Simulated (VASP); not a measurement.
Here is a VASP 6.6.1 calculation.

File POSCAR:

```
Pd
1.0
    0.0000000000      1.9465000000      1.9465000000
    1.9465000000      0.0000000000      1.9465000000
    1.9465000000      1.9465000000      0.0000000000
Pd
1
Direct
    0.0000000000      0.0000000000      0.0000000000
```

INCAR.step1

```
ALGO = Normal
EDIFF = 1E-4
ENCUT = 520
GGA = PE
GGA_COMPAT = False
ISMEAR = -1
LASPH = True
LCHARG = False
LMAXMIX = 4
LREAL = False
LSORBIT = True
LWAVE = True
MAGMOM = 0 0 0
NBANDS = 21
NELM = 150
PREC = Accurate
SIGMA = 0.05
```

INCAR.step2

```
ALGO = Normal
EDIFF = 1E-6
ENCUT = 520
GGA_COMPAT = False
ISIF = 2
ISMEAR = -1
ISTART = 1
LASPH = True
LCHARG = True
LMAXMIX = 4
LMIXTAU = True
LORBIT = 11
LORBMOM = True
LREAL = False
LSORBIT = True
LVHAR = True
LWAVE = False
MAGMOM = 0 0 0
METAGGA = R2SCAN
NBANDS = 21
NELM = 150
PREC = Accurate
SIGMA = 0.05
```

File KPOINTS:

```
k-points
0
Gamma
  9 9 9
```

Potentials or basis: VASP PAW PBE potentials, release 64 (Pd).

Command:

```sh
$ cat potpaw_PBE.64/Pd/POTCAR > POTCAR
$ cp INCAR.step1 INCAR
$ mpirun -np 1 vasp_ncl > vasp.out
$ cp INCAR.step2 INCAR
$ mpirun -np 1 vasp_ncl > vasp.out
```

Task: What does it give for the net moment?

Result: 0.00 μB per cell.

Task: Estimate the pressure.

Result: 2.6 GPa.

Moments on the atoms (μB; x, y, z):
```
Pd  0.00 0.00 0.00
```

Caveat: the PAW data sets were made with another functional, which shifts forces and pressure a little.
